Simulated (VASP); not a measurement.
Wanted: the native input for a VASP 6.6.1 run.

```
Task                   : single point
Functional             : PBEsol
Potentials or basis    : VASP PAW PBE potentials, release 64 (Ti_sv, O)
Cutoff                 : 520 eV
k mesh                 : 10 × 10 × 10
Occupations            : gaussian, width 0.1 eV
Spin                   : no spin polarisation
Dipole correction      : no
Further INCAR settings : ALGO = Normal; EDIFF = 1e-06; NBANDS = 36
```

The structure of TiO lies in POSCAR:

```
TiO
1.0
    3.8652464697      0.0000000000      0.0000000000
    0.0000000000      3.8652464697      0.0000000000
    0.0000000000      0.0000000000      3.8652464697
Ti O
3 3
Direct
    0.5000000000      0.5000000000      0.0000000000
    0.0000000000      0.5000000000      0.5000000000
    0.5000000000      0.0000000000      0.5000000000
    0.0000000000      0.5000000000      0.0000000000
    0.5000000000      0.0000000000      0.0000000000
    0.0000000000      0.0000000000      0.5000000000
```

This cell differs from its parent crystal: volume scaled by 0.88.

These files were run (other wordings do the same):

INCAR

```
SYSTEM = TiO
PREC = Accurate ; ENCUT = 520
EDIFF = 1E-6 ; ISMEAR = 0
SIGMA = 0.1 ; LREAL = .False.
LASPH = .True. ; NELM = 80
ALGO = Normal ; ISIF = 2
LWAVE = .False. ; LCHARG = .True.
GGA = PS ; LELF = .True.
LVHAR = .True. ; NBANDS = 36
```

KPOINTS

```
regular mesh
0
Gamma
  10 10 10
  0 0 0
```

Potentials or basis: VASP PAW PBE potentials, release 64 (Ti_sv, O).

Run with:

```console
$ cat potpaw_PBE.64/Ti_sv/POTCAR potpaw_PBE.64/O/POTCAR > POTCAR
$ mpirun -np 1 vasp_std > vasp.out
```

Results of the run:

- Pressure: 38.3 GPa
- Band gap on the k mesh: zero (band 27 reaches 10.47 eV, above the bottom of band 28 at 8.01 eV)

Caveat: the PAW data sets were made with another functional, which shifts forces and pressure a little; semilocal functionals often make such compounds metallic where correlation or magnetic order opens a gap, which also shifts bond lengths.

Wall time 49 s on 1 thread of Intel(R) Xeon(R) 6975P-C (Granite Rapids), with other jobs on the host, peak memory 0.22 GiB.
